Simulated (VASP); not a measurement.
# SnSe (Fm-3m) in VASP: a series of runs

The runs below take SnSe through single point, with r2SCAN.

Everything below comes from runs of VASP 6.6.1. Logs are shortened: lines on timing, memory, paths and dates and some standing lists are left out, and cuts for length are marked.

## (1) The cell of the first run

It takes space group Fm-3m (No. 225, cubic). The conventional cell has a = 5.897 Å, b = 5.897 Å, c = 5.897 Å, α = 90.00°, β = 90.00°, γ = 90.00°. Sn (site symmetry m-3m) has 6 Se at 2.95 Å within 3.9 Å. Within 3.9 Å of Se (site symmetry m-3m) lie 6 Sn at 2.95 Å.

## (2) Single point, r2SCAN

File POSCAR:

```
SnSe
1.0
    0.0000000000      2.9485541872      2.9485541872
    2.9485541872      0.0000000000      2.9485541872
    2.9485541872      2.9485541872      0.0000000000
Sn Se
1 1
Direct
    0.0000000000      0.0000000000      0.0000000000
    0.5000000000      0.5000000000      0.5000000000
```

File INCAR.step1:

```
SYSTEM = SnSe
PREC = Accurate ; ENCUT = 520
ISMEAR = -1 ; SIGMA = 0.05
LREAL = .FALSE. ; LASPH = .TRUE.
NELM = 80 ; NBANDS = 17
GGA = PE ; ALGO = Normal
EDIFF = 1E-4 ; LWAVE = .TRUE.
LCHARG = .FALSE.
```

File INCAR.step2:

```
SYSTEM = SnSe
PREC = Accurate ; ENCUT = 520
EDIFF = 1E-6 ; ISMEAR = -1
SIGMA = 0.05 ; LREAL = .FALSE.
LASPH = .TRUE. ; NELM = 80
ALGO = Normal ; ISIF = 2
LWAVE = .FALSE. ; LCHARG = .TRUE.
METAGGA = R2SCAN ; LMIXTAU = .TRUE.
LELF = .TRUE. ; LVHAR = .TRUE.
NBANDS = 17 ; ISTART = 1
```

File KPOINTS:

```
regular mesh
0
G
  8 8 8
  0 0 0
```

Potentials or basis: VASP PAW PBE potentials, release 64 (Sn_d, Se).

Run with:

```
$ cat potpaw_PBE.64/Sn_d/POTCAR potpaw_PBE.64/Se/POTCAR > POTCAR
$ cp INCAR.step1 INCAR
$ mpirun -np 1 vasp_std > vasp.out
$ cp INCAR.step2 INCAR
$ mpirun -np 1 vasp_std > vasp.out
```

OUTCAR:

```text
SYSTEM = SnSe
   PREC = Accurate
   ENCUT = 520
   EDIFF = 1E-6
   ISMEAR = -1
   LREAL = .FALSE.
   LASPH = .TRUE.
   NELM = 80
   ISIF = 2
   METAGGA = R2SCAN
   ISTART = 1

 ion  position               nearest neighbor table
   1  0.000  0.000  0.000-   2 2.95   2 2.95   2 2.95   2 2.95   2 2.95   2 2.95
   2  0.500  0.500  0.500-   1 2.95   1 2.95   1 2.95   1 2.95   1 2.95   1 2.95

  LATTYP: Found a face centered cubic cell.
 ALAT       =     5.8971083744

  Lattice vectors:

 A1 = (   0.0000000000,   2.9485541872,   2.9485541872)
 A2 = (   2.9485541872,   0.0000000000,   2.9485541872)
 A3 = (   2.9485541872,   2.9485541872,   0.0000000000)

Analysis of symmetry for initial positions (statically):
=====================================================================
 Subroutine PRICEL returns:
 Original cell was already a primitive cell.

 Routine SETGRP: Setting up the symmetry group for a
 face centered cubic supercell.

 Subroutine GETGRP returns: Found 48 space group operations
[... 9 lines left out ...]

 Routine SETGRP: Setting up the symmetry group for a
 face centered cubic supercell.

 Subroutine GETGRP returns: Found 48 space group operations
[... 11 lines left out ...]
                                     Primitive cell

  volume of cell :      51.2693

  direct lattice vectors                    reciprocal lattice vectors
     0.000000000  2.948554187  2.948554187    -0.169574635  0.169574635  0.169574635
     2.948554187  0.000000000  2.948554187     0.169574635 -0.169574635  0.169574635
     2.948554187  2.948554187  0.000000000     0.169574635  0.169574635 -0.169574635

  length of vectors
     4.169885321  4.169885321  4.169885321     0.293711883  0.293711883  0.293711883

  position of ions in fractional coordinates (direct lattice)
     0.000000000  0.000000000  0.000000000
     0.500000000  0.500000000  0.500000000

  ion indices of the primitive-cell ions
   primitive index   ion index
                 1           1
                 2           2

----------------------------------------------------------------------------------------

 KPOINTS: regular mesh

Automatic generation of k-mesh.
 Grid dimensions read from file:
 generate k-points for:    8    8    8

 Generating k-lattice:

  Cartesian coordinates                     Fractional coordinates (reciprocal lattice)
    -0.021196829  0.021196829  0.021196829     0.125000000  0.000000000  0.000000000
     0.021196829 -0.021196829  0.021196829     0.000000000  0.125000000  0.000000000
     0.021196829  0.021196829 -0.021196829     0.000000000  0.000000000  0.125000000

  Length of vectors
     0.036713985  0.036713985  0.036713985

  Shift w.r.t. Gamma in fractional coordinates (k-lattice)
     0.000000000  0.000000000  0.000000000

 Subroutine IBZKPT returns following result:
 ===========================================

 Found     29 irreducible k-points:

 Following reciprocal coordinates:
            Coordinates               Weight
  0.000000  0.000000  0.000000      1.000000
  0.125000  0.000000  0.000000      8.000000
  0.250000  0.000000  0.000000      8.000000
  0.375000  0.000000  0.000000      8.000000
  0.500000  0.000000  0.000000      4.000000
  0.125000  0.125000  0.000000      6.000000
[... 16 lines left out ...]
  0.500000  0.250000  0.125000     48.000000
 -0.375000  0.250000  0.125000     24.000000
 [... further k-points ...]
   k-points           NKPTS =     29   k-points in BZ     NKDIM =     29   number of bands    NBANDS=     17
   number of dos      NEDOS =    301   number of ions     NIONS =      2
   total plane-waves  NPLWV =  32768
   dimension x,y,z NGX =    32 NGY =   32 NGZ =   32
   dimension x,y,z NGXF=    64 NGYF=   64 NGZF=   64
   ions per type =               1   1
   NGX,Y,Z   is equivalent  to a cutoff of  12.76, 12.76, 12.76 a.u.
   NGXF,Y,Z  is equivalent  to a cutoff of  25.52, 25.52, 25.52 a.u.
 SYSTEM =  SnSe
   PREC   = accura    normal or accurate (medium, high low for compatibility)
   ISTART =      1    job   : 0-new  1-cont  2-samecut
   ICHARG =      0    charge: 1-file 2-atom 10-const
   ISPIN  =      1    spin polarized calculation?
   LNONCOLLINEAR =      F non collinear calculations
   LSORBIT =      F    spin-orbit coupling
   LASPH  =      T    aspherical Exc in radial PAW
   ENCUT  =  520.0 eV  38.22 Ry    6.18 a.u.   7.75  7.75  7.75*2*pi/ulx,y,z
   NELM   =     80;   NELMIN=  2; NELMDL=  0     # of ELM steps
   EDIFF  = 0.1E-05   stopping-criterion for ELM
   LREAL  =      F    real-space projection
   EDIFFG = 0.1E-04   stopping-criterion for IOM
   NSW    =      0    number of steps for IOM
   IBRION =     -1    ionic relax: 0-MD 1-quasi-New 2-CG
   NFREE  =      0    steps in history (QN), initial steepest desc. (CG)
   ISIF   =      2    stress and relaxation
   ISYM   =      2    0-nonsym 1-usesym 2-fastsym
   POTIM  = 0.5000    time-step for ionic-motion
   TEBEG  =    0.0;   TEEND  =   0.0 temperature during run
   PSTRESS=    0.0 pullay stress
   NELECT =      20.0000    total number of electrons
   NUPDOWN=      -1.0000    fix difference up-down
   EMIN   =  10.00;   EMAX   =-10.00  energy-range for DOS
   EFERMI =   0.00;   METHOD = LEGACY
   ISMEAR =    -1;   SIGMA  =   0.05  broadening in eV -4-tet -1-fermi 0-gaus
   EFERMI_NEDOS =   21; number of points for ismear=-14 and -15
   IALGO  =     38    algorithm
   IMIX   =      4    mixing-type and parameters
     AMIX     =   0.40;   BMIX     =  1.00
     AMIX_MAG =   1.60;   BMIX_MAG =  1.00
  volume/ion in A,a.u.               =      25.63       172.99
  Fermi-wavevector in a.u.,A,eV,Ry     =   1.196187  2.260466 19.468075  1.430863
  Thomas-Fermi vector in A             =   2.332134
   LORBIT       =      0    0 simple, 1 ext, 2 COOP (PROOUT), +10 PAW based schemes
   METAGGA = R2SCAN    functional components
   LHFCALC =     F    Hartree Fock is set to
   AEXX    =    0.0000 exact exchange contribution
   IVDW    =     0    specifies the selected vdW correction
   LEPSILON=     F    determine dielectric tensor
   LRPA    =     F    only Hartree local field effects (RPA)
 non-spin polarized calculation
  energy-cutoff  :      520.00
  volume of cell :       51.27
 maximum number of plane-waves:      1411
   NGX = 15   NGY = 15   NGZ = 15

 number of electron      19.9999999 magnetization

 Free energy of the ion-electron system (eV)
  ---------------------------------------------------
  ext. energy  EPLUGINS =         0.00000000
  ---------------------------------------------------
  free energy    TOTEN  =       -39.84424214 eV

  energy without entropy =      -39.84421671  energy(sigma->0) =      -39.84422942

 E-fermi :   6.7040     XC(G=0): -10.4976

 val. band max:        6.3889232258   @ k =   0.5000   0.0000   0.0000
 cond. band min:       7.1106703742   @ k =  -0.3750   0.1250   0.0000
 fundamental gap:      0.7217471484
 Fermi energy:         6.7040179018

 k-point     1 :       0.0000    0.0000    0.0000
  band No.  band energies     occupation
      1     -16.1197      2.00000
      2     -16.1197      2.00000
      3     -16.1138      2.00000
      4     -16.1138      2.00000
      5     -16.1138      2.00000
      6      -8.7603      2.00000
[... 9 lines left out ...]
     16      12.3803      0.00000
     17      14.8024      0.00000

 k-point     2 :       0.1250    0.0000    0.0000
  band No.  band energies     occupation
      1     -16.1210      2.00000
      2     -16.1210      2.00000
      3     -16.1133      2.00000
      4     -16.1118      2.00000
      5     -16.1117      2.00000
      6      -8.6325      2.00000
[... 9 lines left out ...]
     16      12.7870      0.00000
     17      15.9947      0.00000

 k-point     3 :       0.2500    0.0000    0.0000
  band No.  band energies     occupation
      1     -16.1251      2.00000
      2     -16.1251      2.00000
      3     -16.1123      2.00000
      4     -16.1059      2.00000
      5     -16.1059      2.00000
      6      -8.2854      2.00000
[... 9 lines left out ...]
     16      13.8231      0.00000
     17      18.4039      0.00000

 k-point     4 :       0.3750    0.0000    0.0000
  band No.  band energies     occupation
      1     -16.1294      2.00000
      2     -16.1294      2.00000
      3     -16.1113      2.00000
      4     -16.0999      2.00000
      5     -16.0999      2.00000
      6      -7.8578      2.00000
[... 9 lines left out ...]
     16      15.4120      0.00000
     17      18.6543      0.00000

 k-point     5 :       0.5000    0.0000    0.0000
  band No.  band energies     occupation
      1     -16.1312      2.00000
      2     -16.1311      2.00000
      3     -16.1109      2.00000
      4     -16.0974      2.00000
      5     -16.0974      2.00000
      6      -7.6432      2.00000
[... 9 lines left out ...]
     16      16.9844      0.00000
     17      17.1177      0.00000

 k-point     6 :       0.1250    0.1250    0.0000
  band No.  band energies     occupation
      1     -16.1243      2.00000
      2     -16.1182      2.00000
      3     -16.1151      2.00000
      4     -16.1105      2.00000
      5     -16.1105      2.00000
      6      -8.5894      2.00000
[... 9 lines left out ...]
     16      13.5513      0.00000
     17      15.0183      0.00000
[... 281 lines left out ...]
 k-point    21 :       0.5000    0.5000    0.0000
  band No.  band energies     occupation
      1     -16.1660      2.00000
      2     -16.1225      2.00000
      3     -16.1095      2.00000
      4     -16.0903      2.00000
      5     -16.0903      2.00000
      6      -7.2754      2.00000
[... 9 lines left out ...]
     16      19.2046      0.00000
     17      19.5374      0.00000

 k-point    22 :       0.3750    0.2500    0.1250
  band No.  band energies     occupation
      1     -16.1357      2.00000
      2     -16.1201      2.00000
      3     -16.1146      2.00000
      4     -16.1025      2.00000
      5     -16.1010      2.00000
      6      -8.0013      2.00000
[... 9 lines left out ...]
     16      16.3590      0.00000
     17      16.4639      0.00000

 k-point    23 :       0.5000    0.2500    0.1250
  band No.  band energies     occupation
      1     -16.1398      2.00000
      2     -16.1232      2.00000
      3     -16.1111      2.00000
      4     -16.1008      2.00000
      5     -16.0974      2.00000
      6      -7.6316      2.00000
[... 9 lines left out ...]
     16      16.6085      0.00000
     17      18.2034      0.00000

 k-point    24 :      -0.3750    0.2500    0.1250
  band No.  band energies     occupation
      1     -16.1411      2.00000
      2     -16.1249      2.00000
      3     -16.1076      2.00000
      4     -16.1025      2.00000
      5     -16.0955      2.00000
      6      -7.4540      2.00000
[... 9 lines left out ...]
     16      17.7594      0.00000
     17      17.8591      0.00000

 [... further k-points ...]
[... 5 lines left out ...]
  --------------------------------------------------------------------------------------
  -------------------------------------------------------------------------------------
  Total        1.1597574      1.1597574      1.1597574      0.0000000      0.0000000      0.0000000
  in kB       36.2426884     36.2426884     36.2426884      0.0000000      0.0000000      0.0000000
  external PRESSURE =      36.2426884 kB  Pullay stress =       0.0000000 kB

 VOLUME and BASIS-vectors are now :
 -----------------------------------------------------------------------------
  energy-cutoff  :      520.00
  volume of cell :       51.27
      direct lattice vectors                 reciprocal lattice vectors
     0.000000000  2.948554187  2.948554187    -0.169574635  0.169574635  0.169574635
     2.948554187  0.000000000  2.948554187     0.169574635 -0.169574635  0.169574635
     2.948554187  2.948554187  0.000000000     0.169574635  0.169574635 -0.169574635

 POSITION                                       TOTAL-FORCE (eV/Angst)
 -----------------------------------------------------------------------------------
      0.00000      0.00000      0.00000        -0.000000      0.000000     -0.000000
      2.94855      2.94855      2.94855         0.000000     -0.000000      0.000000
 -----------------------------------------------------------------------------------
    total drift:                                0.000000     -0.000000     -0.000000

  FREE ENERGIE OF THE ION-ELECTRON SYSTEM (eV)
  ---------------------------------------------------
  free  energy   TOTEN  =       -39.8442421351 eV

  energy  without entropy=      -39.8442167097  energy(sigma->0) =      -39.84422942
```

Wall time 67 s (1 thread of Intel Xeon Platinum 8259CL at 2.50GHz (Skylake/Cascade Lake), shared host); peak memory 0.19 GiB.

Results:

| Property | Result |
| --- | --- |
| Free energy | -39.8442 eV |
| Pressure | 3.6 GPa |
| Band gap on the k mesh | 0.72 eV, indirect (least direct gap 0.76 eV) |

Caveat: the PAW data sets were made with another functional, which shifts forces and pressure a little; spin-orbit coupling is left out, which moves the levels of the heavy elements. A k mesh can miss the band edges.

## (3) Single point, r2SCAN

This run uses another cell than the first one, of 26.18 Å³/atom, 1.021 times its volume.

File POSCAR:

```
SnSe
1.0
    0.0000000000      2.9693193375      2.9693193375
    2.9693193375      0.0000000000      2.9693193375
    2.9693193375      2.9693193375      0.0000000000
Sn Se
1 1
Direct
    0.0000000000      0.0000000000      0.0000000000
    0.5000000000      0.5000000000      0.5000000000
```

File INCAR.step1:

```
PREC = Accurate ; ENCUT = 520
ISMEAR = -1 ; SIGMA = 0.05
LREAL = F ; LASPH = T
NELM = 60 ; NBANDS = 17
GGA = PE ; ALGO = Normal
EDIFF = 1E-4 ; LWAVE = T
LCHARG = F
```

File INCAR.step2:

```
PREC = Accurate ; ENCUT = 520
EDIFF = 1E-7 ; ISMEAR = -1
SIGMA = 0.05 ; LREAL = F
LASPH = T ; NELM = 60
ALGO = Normal ; ISIF = 2
LWAVE = F ; LCHARG = F
METAGGA = R2SCAN ; LMIXTAU = T
NBANDS = 17 ; ISTART = 1
```

File KPOINTS:

```
regular mesh
0
Gamma
  8 8 8
```

Potentials or basis: VASP PAW PBE potentials, release 64 (Sn_d, Se).

Run with:

```
$ cat potpaw_PBE.64/Sn_d/POTCAR potpaw_PBE.64/Se/POTCAR > POTCAR
$ cp INCAR.step1 INCAR
$ mpirun -np 1 vasp_std > vasp.out
$ cp INCAR.step2 INCAR
$ mpirun -np 1 vasp_std > vasp.out
```

Wall time 87 s (1 thread of Intel Xeon Platinum 8259CL at 2.50GHz (Skylake/Cascade Lake), shared host); peak memory 0.19 GiB.

The run converged. Its results:

* Free energy: -39.8644 eV
* Pressure: 2.2 GPa
* Band gap on the k mesh: 0.65 eV, direct

Levels at points of the mesh, in eV from the valence-band top:
| k point | band 6 | band 7 | band 8 | band 9 | band 10 | band 11 | band 12 | band 13 | band 14 | band 15 |
| --- | --- | --- | --- | --- | --- | --- | --- | --- | --- | --- |
| (0.00, 0.00, 0.00) | -15.00 | -5.08 | -2.75 | -2.75 | -2.75 | 4.54 | 4.54 | 4.54 | 6.01 | 6.01 |
| (0.50, 0.00, 0.00) | -13.93 | -8.78 | -2.47 | -2.47 | 0.00 | 0.65 | 1.13 | 1.13 | 8.72 | 10.56 |
| (0.50, 0.50, 0.00) | -13.59 | -6.34 | -6.23 | -4.29 | -4.29 | 2.99 | 5.73 | 5.73 | 6.46 | 10.76 |

Caveat: the PAW data sets were made with another functional, which shifts forces and pressure a little; spin-orbit coupling is left out, which moves the levels of the heavy elements.

## (4) Single point, r2SCAN

This run uses another cell than the first one, of 26.73 Å³/atom, 1.043 times its volume.

File POSCAR:

```
SnSe
1.0
    0.0000000000      2.9897980490      2.9897980490
    2.9897980490      0.0000000000      2.9897980490
    2.9897980490      2.9897980490      0.0000000000
Sn Se
1 1
Direct
    0.0000000000      0.0000000000      0.0000000000
    0.5000000000      0.5000000000      0.5000000000
```

File INCAR.step1:

```
SYSTEM = SnSe
PREC = Accurate
ENCUT = 520
ISMEAR = -1
SIGMA = 0.05
LREAL = .False.
LASPH = .True.
NELM = 80
NBANDS = 17
GGA = PE
ALGO = Normal
EDIFF = 1E-4
LWAVE = .True.
LCHARG = .False.
```

File INCAR.step2:

```
SYSTEM = SnSe
PREC = Accurate
ENCUT = 520
EDIFF = 1E-6
ISMEAR = -1
SIGMA = 0.05
LREAL = .False.
LASPH = .True.
NELM = 80
ALGO = Normal
ISIF = 2
LWAVE = .False.
LCHARG = .False.
METAGGA = R2SCAN
LMIXTAU = .True.
NBANDS = 17
ISTART = 1
```

File KPOINTS:

```
regular mesh
0
Gamma
  8 8 8
  0 0 0
```

Run with:

```
$ cat potpaw_PBE.64/Sn_d/POTCAR potpaw_PBE.64/Se/POTCAR > POTCAR
$ cp INCAR.step1 INCAR
$ mpirun -np 1 vasp_std > vasp.out
$ cp INCAR.step2 INCAR
$ mpirun -np 1 vasp_std > vasp.out
```

It took 79 s on 1 thread of Intel Xeon Platinum 8259CL at 2.50GHz (Skylake/Cascade Lake), shared host; peak memory 0.19 GiB.

Results (log left out):

```yaml
Free_energy: -39.8757 eV
Pressure: 1.0 GPa
Band_gap_on_the_k_mesh: 0.55 eV, direct
```

Levels at points of the mesh, in eV from the valence-band top:
```tsv
k point	band 6	band 7	band 8	band 9	band 10	band 11	band 12	band 13	band 14	band 15
(0.00, 0.00, 0.00)	-14.86	-5.17	-2.69	-2.69	-2.69	4.45	4.45	4.45	6.03	6.03
(0.50, 0.00, 0.00)	-13.84	-8.67	-2.42	-2.42	0.00	0.55	1.13	1.13	8.64	10.51
(0.50, 0.50, 0.00)	-13.52	-6.35	-6.08	-4.19	-4.19	3.05	5.59	5.59	6.30	10.68
```

Caveat: the PAW data sets were made with another functional, which shifts forces and pressure a little; spin-orbit coupling is left out, which moves the levels of the heavy elements.

## (5) The runs side by side

| cell | gap on the mesh (eV) | pressure (GPa) |
| --- | --- | --- |
| a = 4.170 Å, angles 60.0°, 2 atoms | 0.72 | 3.6 |
| a = 4.199 Å, angles 60.0°, 2 atoms | 0.65 | 2.2 |
| a = 4.228 Å, angles 60.0°, 2 atoms | 0.55 | 1.0 |

Alike in all rows: task single point; level r2SCAN; potentials or basis VASP PAW PBE potentials, release 64 (Sn_d, Se); no spin polarisation; k mesh 8 × 8 × 8; cutoff (eV) 520; smearing fermi-dirac 0.05 eV.

Caveats: the PAW data sets were made with another functional, which shifts forces and pressure a little; spin-orbit coupling is left out, which moves the levels of the heavy elements.

Absolute energies hang on the potentials; compare differences alone.
